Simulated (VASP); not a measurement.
# CuAu2 (I4/mmm) in VASP: single point with PBEsol

Aim: the single point of CuAu2 with PBEsol.

All numbers are computed with VASP 6.6.1; they aren't measurements. Logs are shortened: lines on timing, memory, paths and dates and some standing lists are left out, and cuts for length are marked.

### 1 The cell of the first run

It takes space group I4/mmm (No. 139, tetragonal). The conventional cell has a = 2.862 Å, b = 2.862 Å, c = 11.101 Å, α = 90.00°, β = 90.00°, γ = 90.00°. Cu (site symmetry 4/mmm) has 8 Au at 2.66 Å and 4 Cu at 2.86 Å within 3.5 Å. Au (site symmetry 4mm) has 4 Cu at 2.66 Å and 9 Au at 2.86 to 3.45 Å within 3.5 Å.

### 2 Single point, PBEsol

Input file INCAR:

```
PREC     = Accurate       # precision mode
ENCUT    = 520            # plane-wave cutoff, eV
EDIFF    = 1E-7           # SCF threshold, eV
ISMEAR   = 0              # smearing method
SIGMA    = 0.1            # smearing width, eV
LREAL    = F              # projectors in reciprocal space
LASPH    = T              # aspherical terms in the spheres
NELM     = 100            # most SCF steps
ALGO     = Fast           # electronic algorithm
ISIF     = 2              # what is computed and relaxed
LWAVE    = F              # write WAVECAR
LCHARG   = F              # write CHGCAR
GGA      = PS             # functional
NBANDS   = 24             # bands
```

Input file KPOINTS:

```
regular mesh
0
Gamma
  14 14 14
```

Input file POSCAR:

```
CuAu2
1.0
    0.0000000000      0.0000000000     -2.8620407764
   -2.8620407764      0.0000000000      0.0000000000
    1.4310203882      5.5505518015      1.4310203882
Cu Au
1 2
Direct
    0.6666666667      0.6666666667      0.3333333333
    0.0114594261      0.0114594261      0.0229188522
    0.3218739072      0.3218739072      0.6437478145
```

Potentials or basis: VASP PAW PBE potentials, release 64 (Cu, Au).

Command:

```
$ cat potpaw_PBE.64/Cu/POTCAR potpaw_PBE.64/Au/POTCAR > POTCAR
$ mpirun -np 1 vasp_std > vasp.out
```

OUTCAR:

```text
PREC = Accurate
   ENCUT = 520
   EDIFF = 1E-7
   ISMEAR = 0
   LREAL = F
   LASPH = T
   NELM = 100
   ISIF = 2
   GGA = PS

 ion  position               nearest neighbor table
   1  0.667  0.667  0.333-   2 2.66   2 2.66   2 2.66   3 2.66   2 2.66   3 2.66   3 2.66   3 2.66

   2  0.011  0.011  0.023-   1 2.66   1 2.66   1 2.66   1 2.66   3 2.92   3 2.92   3 2.92   3 2.92
                             3 3.45
   3  0.322  0.322  0.644-   1 2.66   1 2.66   1 2.66   1 2.66   2 2.92   2 2.92   2 2.92   2 2.92
                             2 3.45

  LATTYP: Found a body centered tetragonal cell.
 ALAT       =     2.8620407764
 C/A-ratio  =     3.8787370517

  Lattice vectors:

 A1 = (   1.4310203882,  -5.5505518015,  -1.4310203882)
 A2 = (  -1.4310203882,  -5.5505518015,   1.4310203882)
 A3 = (  -1.4310203882,   5.5505518015,  -1.4310203882)

Analysis of symmetry for initial positions (statically):
=====================================================================
 Subroutine PRICEL returns:
 Original cell was already a primitive cell.

 Routine SETGRP: Setting up the symmetry group for a
 body centered tetragonal supercell.

 Subroutine GETGRP returns: Found 16 space group operations
 (whereof  8 operations were pure point group operations)
 out of a pool of 16 trial point group operations.

The static configuration has the point symmetry C_4v.
 The point group associated with its full space group is D_4h.

Analysis of symmetry for dynamics (positions and initial velocities):
=====================================================================
 Subroutine PRICEL returns:
 Original cell was already a primitive cell.

 Routine SETGRP: Setting up the symmetry group for a
 body centered tetragonal supercell.

 Subroutine GETGRP returns: Found 16 space group operations
 (whereof  8 operations were pure point group operations)
 out of a pool of 16 trial point group operations.

The dynamic configuration has the point symmetry C_4v.
 The point group associated with its full space group is D_4h.

 Subroutine INISYM returns: Found 16 space group operations
 (whereof  8 operations are pure point group operations),
 and found     1 'primitive' translations

----------------------------------------------------------------------------------------

                                     Primitive cell

  volume of cell :      45.4661

  direct lattice vectors                    reciprocal lattice vectors
     0.000000000  0.000000000 -2.862040776     0.000000000  0.090081134 -0.349401032
    -2.862040776  0.000000000  0.000000000    -0.349401032  0.090081134  0.000000000
     1.431020388  5.550551802  1.431020388     0.000000000  0.180162268  0.000000000

  length of vectors
     2.862040776  2.862040776  5.907983074     0.360826401  0.360826401  0.180162268

  position of ions in fractional coordinates (direct lattice)
     0.666666667  0.666666667  0.333333333
     0.011459426  0.011459426  0.022918852
     0.321873907  0.321873907  0.643747815

  ion indices of the primitive-cell ions
   primitive index   ion index
                 1           1
                 2           2
                 3           3

----------------------------------------------------------------------------------------

 KPOINTS: regular mesh

Automatic generation of k-mesh.
 Grid dimensions read from file:
 generate k-points for:   14   14   14

 Generating k-lattice:

  Cartesian coordinates                     Fractional coordinates (reciprocal lattice)
     0.000000000  0.006434367 -0.024957217     0.071428571  0.000000000  0.000000000
    -0.024957217  0.006434367  0.000000000     0.000000000  0.071428571  0.000000000
     0.000000000  0.012868733  0.000000000     0.000000000  0.000000000  0.071428571

  Length of vectors
     0.025773314  0.025773314  0.012868733

  Shift w.r.t. Gamma in fractional coordinates (k-lattice)
     0.000000000  0.000000000  0.000000000

 Subroutine IBZKPT returns following result:
 ===========================================

 Found    244 irreducible k-points:

 Following reciprocal coordinates:
            Coordinates               Weight
  0.000000  0.000000  0.000000      1.000000
  0.071429  0.000000  0.000000      8.000000
  0.142857  0.000000  0.000000      8.000000
  0.214286  0.000000  0.000000      8.000000
  0.285714  0.000000  0.000000      8.000000
  0.357143  0.000000  0.000000      8.000000
[... 16 lines left out ...]
  0.214286  0.142857  0.000000     16.000000
  0.285714  0.142857  0.000000     16.000000
 [... further k-points ...]
   k-points           NKPTS =    244   k-points in BZ     NKDIM =    244   number of bands    NBANDS=     24
   number of dos      NEDOS =    301   number of ions     NIONS =      3
   total plane-waves  NPLWV =  27648
   dimension x,y,z NGX =    24 NGY =   24 NGZ =   48
   dimension x,y,z NGXF=    48 NGYF=   48 NGZF=   96
   ions per type =               1   2
   NGX,Y,Z   is equivalent  to a cutoff of  13.94, 13.94, 13.51 a.u.
   NGXF,Y,Z  is equivalent  to a cutoff of  27.88, 27.88, 27.01 a.u.
 SYSTEM =  unknown system
   PREC   = accura    normal or accurate (medium, high low for compatibility)
   ISTART =      0    job   : 0-new  1-cont  2-samecut
   ICHARG =      2    charge: 1-file 2-atom 10-const
   ISPIN  =      1    spin polarized calculation?
   LNONCOLLINEAR =      F non collinear calculations
   LSORBIT =      F    spin-orbit coupling
   LASPH  =      T    aspherical Exc in radial PAW
   ENCUT  =  520.0 eV  38.22 Ry    6.18 a.u.   5.32  5.32 10.98*2*pi/ulx,y,z
   NELM   =    100;   NELMIN=  2; NELMDL= -5     # of ELM steps
   EDIFF  = 0.1E-06   stopping-criterion for ELM
   LREAL  =      F    real-space projection
   EDIFFG = 0.1E-05   stopping-criterion for IOM
   NSW    =      0    number of steps for IOM
   IBRION =     -1    ionic relax: 0-MD 1-quasi-New 2-CG
   NFREE  =      0    steps in history (QN), initial steepest desc. (CG)
   ISIF   =      2    stress and relaxation
   ISYM   =      2    0-nonsym 1-usesym 2-fastsym
   POTIM  = 0.5000    time-step for ionic-motion
   TEBEG  =    0.0;   TEEND  =   0.0 temperature during run
   PSTRESS=    0.0 pullay stress
   NELECT =      33.0000    total number of electrons
   NUPDOWN=      -1.0000    fix difference up-down
   EMIN   =  10.00;   EMAX   =-10.00  energy-range for DOS
   EFERMI =   0.00;   METHOD = LEGACY
   ISMEAR =     0;   SIGMA  =   0.10  broadening in eV -4-tet -1-fermi 0-gaus
   EFERMI_NEDOS =   21; number of points for ismear=-14 and -15
   IALGO  =     68    algorithm
   IMIX   =      4    mixing-type and parameters
     AMIX     =   0.40;   BMIX     =  1.00
     AMIX_MAG =   1.60;   BMIX_MAG =  1.00
  volume/ion in A,a.u.               =      15.16       102.27
  Fermi-wavevector in a.u.,A,eV,Ry     =   1.471240  2.780241 29.450455  2.164547
  Thomas-Fermi vector in A             =   2.586400
   LORBIT       =      0    0 simple, 1 ext, 2 COOP (PROOUT), +10 PAW based schemes
   GGA     = PS    functional components
   LHFCALC =     F    Hartree Fock is set to
   AEXX    =    0.0000 exact exchange contribution
   IVDW    =     0    specifies the selected vdW correction
   LEPSILON=     F    determine dielectric tensor
   LRPA    =     F    only Hartree local field effects (RPA)
 non-spin polarized calculation
 RMM-DIIS sequential band-by-band and
 Gauss-broadening in eV      SIGMA  =   0.10
  energy-cutoff  :      520.00
  volume of cell :       45.47
 maximum number of plane-waves:      1244
 NGX is ok and might be reduce to    24
   NGX = 11   NGY = 11   NGZ = 21

 number of electron      33.0000012 magnetization

 Free energy of the ion-electron system (eV)
  ---------------------------------------------------
  ext. energy  EPLUGINS =         0.00000000
  ---------------------------------------------------
  free energy    TOTEN  =       -12.30233572 eV

  energy without entropy =      -12.29913111  energy(sigma->0) =      -12.30073341

 E-fermi :   9.0061     XC(G=0): -12.9429

 val. band max:        8.9951828869   @ k =  -0.2143   0.5000   0.0714
 cond. band min:       9.0284077066   @ k =   0.4286   0.2143   0.1429
 fundamental gap:      0.0332248197
 Fermi energy:         9.0060965940

 k-point     1 :       0.0000    0.0000    0.0000
  band No.  band energies     occupation
      1      -0.9427      2.00000
      2       1.8390      2.00000
      3       2.5346      2.00000
      4       3.1413      2.00000
      5       3.3443      2.00000
      6       4.6548      2.00000
[... 16 lines left out ...]
     23      22.7219      0.00000
     24      24.2225      0.00000

 k-point     2 :       0.0714    0.0000    0.0000
  band No.  band energies     occupation
      1      -0.8184      2.00000
      2       1.9267      2.00000
      3       2.5935      2.00000
      4       3.1831      2.00000
      5       3.3951      2.00000
      6       4.5877      2.00000
[... 16 lines left out ...]
     23      22.8740      0.00000
     24      24.1649      0.00000

 k-point     3 :       0.1429    0.0000    0.0000
  band No.  band energies     occupation
      1      -0.4562      2.00000
      2       2.1194      2.00000
      3       2.8154      2.00000
      4       3.2012      2.00000
      5       3.6238      2.00000
      6       4.4049      2.00000
[... 16 lines left out ...]
     23      22.7115      0.00000
     24      23.8809      0.00000
[... 514 lines left out ...]
 k-point    23 :       0.2143    0.1429    0.0000
  band No.  band energies     occupation
      1       0.6421      2.00000
      2       2.6474      2.00000
      3       3.2375      2.00000
      4       3.3290      2.00000
      5       3.9025      2.00000
      6       4.1049      2.00000
[... 16 lines left out ...]
     23      21.8653      0.00000
     24      23.8902      0.00000

 k-point    24 :       0.2857    0.1429    0.0000
  band No.  band energies     occupation
      1       1.3085      2.00000
      2       2.5881      2.00000
      3       3.2251      2.00000
      4       3.5901      2.00000
      5       4.0204      2.00000
      6       4.1580      2.00000
[... 16 lines left out ...]
     23      21.8187      0.00000
     24      21.9325      0.00000

 [... further k-points ...]

------------------------ aborting loop because EDIFF is reached ----------------------------------------

  FORCE on cell =-STRESS in cart. coord.  units (eV):
  Direction    XX          YY          ZZ          XY          YZ          ZX
  --------------------------------------------------------------------------------------
  -------------------------------------------------------------------------------------
  Total       -0.0206008      0.0063485     -0.0206008      0.0000000      0.0000000      0.0000000
  in kB       -0.7259503      0.2237158     -0.7259503      0.0000000      0.0000000      0.0000000
  external PRESSURE =      -0.4093949 kB  Pullay stress =       0.0000000 kB

 VOLUME and BASIS-vectors are now :
 -----------------------------------------------------------------------------
  energy-cutoff  :      520.00
  volume of cell :       45.47
      direct lattice vectors                 reciprocal lattice vectors
     0.000000000  0.000000000 -2.862040776     0.000000000  0.090081134 -0.349401032
    -2.862040776  0.000000000  0.000000000    -0.349401032  0.090081134  0.000000000
     1.431020388  5.550551802  1.431020388     0.000000000  0.180162268  0.000000000

 POSITION                                       TOTAL-FORCE (eV/Angst)
 -----------------------------------------------------------------------------------
     -1.43102      1.85018     -1.43102         0.000000      0.000000      0.000000
      0.00000      0.12721      0.00000        -0.000000     -0.019613     -0.000000
      0.00000      3.57316      0.00000         0.000000      0.019613      0.000000
 -----------------------------------------------------------------------------------
    total drift:                               -0.000000     -0.000000     -0.000000

  FREE ENERGIE OF THE ION-ELECTRON SYSTEM (eV)
  ---------------------------------------------------
  free  energy   TOTEN  =       -12.3023357213 eV

  energy  without entropy=      -12.2991311055  energy(sigma->0) =      -12.30073341
```

Wall time 2.7 min (1 thread of Intel Xeon 6975P-C (Granite Rapids), shared host); peak memory 0.36 GiB.

What came out:

| Quantity | Value |
| --- | --- |
| Free energy | -12.3023 eV |
| Pressure | 0.0 GPa |
| Largest force | 0.020 eV/Å |
| Band gap on the k mesh | zero (an odd number of electrons rules out a gap without spin polarisation) |

Forces in eV/Å, atoms in the order of the input:
```
Cu   0.000  0.000  0.000
Au   0.000 -0.020  0.000
Au   0.000  0.020  0.000
```

Levels at points of the mesh, in eV from the Fermi level:
```csv
k point,band 14,band 15,band 16,band 17,band 18,band 19,band 20,band 21
"(0.00, 0.00, 0.00)",-2.04,-2.04,-1.86,-1.83,-1.78,11.91,11.91,12.38
"(0.50, 0.00, 0.00)",-1.88,-1.55,-1.04,-0.78,-0.34,3.24,6.93,7.66
"(0.50, 0.50, 0.00)",-1.69,-1.39,0.51,3.85,4.02,4.76,5.46,6.02
"(0.00, 0.00, 0.50)",-2.19,-1.70,-1.50,-1.50,2.47,7.92,9.53,9.53
```

Caveat: the PAW data sets were made with another functional, which shifts forces and pressure a little; spin-orbit coupling is left out, which moves the levels of the heavy elements.

The gap in the log of VASP goes by the Fermi energy; the results here count the filled bands.